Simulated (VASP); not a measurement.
A run of VASP 6.6.1 is set up as follows.

File INCAR:

```
  PREC = Accurate
  ENCUT = 520
  EDIFF = 1E-6
  ISMEAR = 0
  SIGMA = 0.1
  LREAL = F
  LASPH = T
  NELM = 100
  ALGO = Normal
  ISIF = 2
  LWAVE = F
  LCHARG = F
  LDIPOL = T
  IDIPOL = 3
  DIPOL = 0.5 0.5 0.299
  GGA = PE
  NBANDS = 20
```

File KPOINTS:

```
Automatic mesh
0
Gamma
  10 10 1
```

The input POSCAR:

```
KSiRu
1.0
    4.5440694025      0.0000000000      0.0000000000
    0.0000000000      4.5440694025      0.0000000000
    0.0000000000      0.0000000000     28.6831480000
K Si Ru
1 1 1
Direct
    0.0000000000      0.0000000000      0.2930605714
    0.5000000000      0.5000000000      0.3381667149
    0.5000000000      0.5000000000      0.2651178422
```

Potentials or basis: VASP PAW PBE potentials, release 64 (K_sv, Si, Ru_pv).

Run with:

```console
$ cat potpaw_PBE.64/K_sv/POTCAR potpaw_PBE.64/Si/POTCAR potpaw_PBE.64/Ru_pv/POTCAR > POTCAR
$ mpirun -np 1 vasp_std > vasp.out
```

Task: Estimate the largest force.

Result: 0.083 eV/Å.

Task: Predict the band gap on the k mesh.

Result: Zero (an odd number of electrons rules out a gap without spin polarisation).

Forces in eV/Å, atoms in the order of the input:
```
K    0.000  0.000 -0.007
Si   0.000  0.000  0.083
Ru   0.000  0.000 -0.076
```
